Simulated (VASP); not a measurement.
Input of a VASP 6.6.1 run:

INCAR

```
SYSTEM = SiC
ALGO = Normal ; EDIFF = 1E-6
ENCUT = 520 ; GGA = PS
ISIF = 2 ; ISMEAR = 0
LASPH = .TRUE. ; LCHARG = .FALSE.
LREAL = .FALSE. ; LWAVE = .FALSE.
NBANDS = 11 ; NELM = 100
PREC = Accurate ; SIGMA = 0.05
```

The input KPOINTS:

```
k-points
0
G
  12 12 12
  0 0 0
```

File POSCAR:

```
SiC
1.0
    0.0000000000      2.1681191614      2.1681191614
    2.1681191614      0.0000000000      2.1681191614
    2.0568223778      2.0568223778      0.1112967836
Si C
1 1
Direct
    0.0000000000      0.0000000000      0.0000000000
    0.7500000000      0.7500000000      0.7500000000
```

Potentials or basis: VASP PAW PBE potentials, release 64 (Si, C).

Command:

```sh
$ cat potpaw_PBE.64/Si/POTCAR potpaw_PBE.64/C/POTCAR > POTCAR
$ mpirun -np 1 vasp_std > vasp.out
```

Task: What does it give for the largest force?

Result: 1.735 eV/Å.

Task: Predict the band gap on the k mesh.

Result: 0.73 eV, indirect (least direct gap 3.89 eV).

Task: Estimate the pressure.

Result: 28.0 GPa.

Stress tensor (GPa, compression positive):
```
 28.01  20.06 -20.06
 20.06  28.01 -20.06
-20.06 -20.06  28.01
```

Caveat: the PAW data sets were made with another functional, which shifts forces and pressure a little. A k mesh can miss the band edges.
